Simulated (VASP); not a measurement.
Here is a VASP 6.6.1 calculation.

File INCAR:

```
SYSTEM = YCdC4N4
  ALGO = Normal
  EDIFF = 1E-6
  EDIFFG = -0.01
  ENCUT = 600
  GGA = PE
  IBRION = 2
  ISIF = 3
  ISMEAR = 0
  LASPH = .True.
  LCHARG = .False.
  LREAL = .False.
  LWAVE = .False.
  NELM = 80
  NSW = 100
  PREC = Accurate
  SIGMA = 0.1
```

KPOINTS

```
k-points
0
Gamma
  6 6 6
  0 0 0
```

POSCAR

```
YCdC4N4
1.0
    6.6542172187      0.0000000000      0.0000000000
    0.0000000000      6.6542172187      0.0000000000
    0.0000000000      0.0000000000      6.6542172187
Y Cd C N
1 1 4 4
Direct
    0.0000000000      0.0000000000      0.0000000000
    0.5000000000      0.5000000000      0.5000000000
    0.2091566691      0.2091566691      0.2091566691
    0.2091566691      0.7908433309      0.7908433309
    0.7908433309      0.2091566691      0.7908433309
    0.7908433309      0.7908433309      0.2091566691
    0.3108593112      0.3108593112      0.3108593112
    0.3108593112      0.6891406888      0.6891406888
    0.6891406888      0.3108593112      0.6891406888
    0.6891406888      0.6891406888      0.3108593112
```

Potentials or basis: VASP PAW PBE potentials, release 64 (Y_sv, Cd, C, N).

Run with:

```sh
$ cat potpaw_PBE.64/Y_sv/POTCAR potpaw_PBE.64/Cd/POTCAR potpaw_PBE.64/C/POTCAR potpaw_PBE.64/N/POTCAR > POTCAR
$ mpirun -np 1 vasp_std > vasp.out
```

What does it give for the relaxed volume?

29.65 Å³/atom.

What does it give for the band gap on the k mesh?

Zero (an odd number of electrons rules out a gap without spin polarisation).

What does it give for the relaxed cell?

a = 6.668 Å, b = 6.668 Å, c = 6.668 Å, α = 90.00°, β = 90.00°, γ = 90.00°.

The path:
| step | energy change (eV) | largest force (eV/Å) | pressure (GPa) | volume (Å³) |
| --- | --- | --- | --- | --- |
| 1 | 0.0000 | 0.3670 | 0.44 | 294.64 |
| 2 | 0.2086 | 3.2485 | -2.44 | 298.13 |
| 3 | -0.0023 | 0.0931 | 0.15 | 294.96 |
| 4 | -0.0023 | 0.0821 | 0.16 | 294.95 |
| 5 | -0.0037 | 0.0411 | 0.04 | 296.10 |
| 6 | -0.0039 | 0.0175 | -0.03 | 296.80 |
| 7 | -0.0039 | 0.0178 | -0.03 | 296.84 |
| 8 | -0.0041 | 0.0340 | 0.00 | 296.66 |
| 9 | -0.0041 | 0.0452 | 0.02 | 296.54 |
| 10 | -0.0041 | 0.0252 | 0.01 | 296.51 |
| 11 | -0.0041 | 0.0013 | 0.00 | 296.47 |

Caveat: an odd number of electrons without spin polarisation forces a metal; a magnetic or distorted state may lie lower.
